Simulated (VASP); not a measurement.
A run of VASP 6.6.1 is set up as follows.

Contents of INCAR:

```
SYSTEM = HfB
PREC = Accurate
ENCUT = 520
EDIFF = 1E-6
ISMEAR = 0
SIGMA = 0.15
LREAL = .FALSE.
LASPH = .TRUE.
NELM = 100
ALGO = Normal
ISIF = 2
LWAVE = .FALSE.
LCHARG = .FALSE.
GGA = PE
NBANDS = 14
```

Contents of KPOINTS:

```
Automatic mesh
0
G
  20 20 20
  0 0 0
```

File POSCAR:

```
HfB
1.0
    0.0000000000      2.0580796420      2.9101246137
    2.0580796420      0.0000000000      2.9101246137
    2.0580796420      2.0580796420      0.0000000000
Hf B
1 1
Direct
    0.5000000000      0.5000000000      0.5000000000
    0.0000000000      0.0000000000      0.0000000000
```

Potentials or basis: VASP PAW PBE potentials, release 64 (Hf_pv, B).

Launch:

```console
$ cat potpaw_PBE.64/Hf_pv/POTCAR potpaw_PBE.64/B/POTCAR > POTCAR
$ mpirun -np 1 vasp_std > vasp.out
```

Q: Predict the pressure.

A: 66.1 GPa.

Stress tensor (GPa, compression positive):
```
112.16   0.00   0.00
  0.00 112.16   0.00
  0.00   0.00 -25.96
```
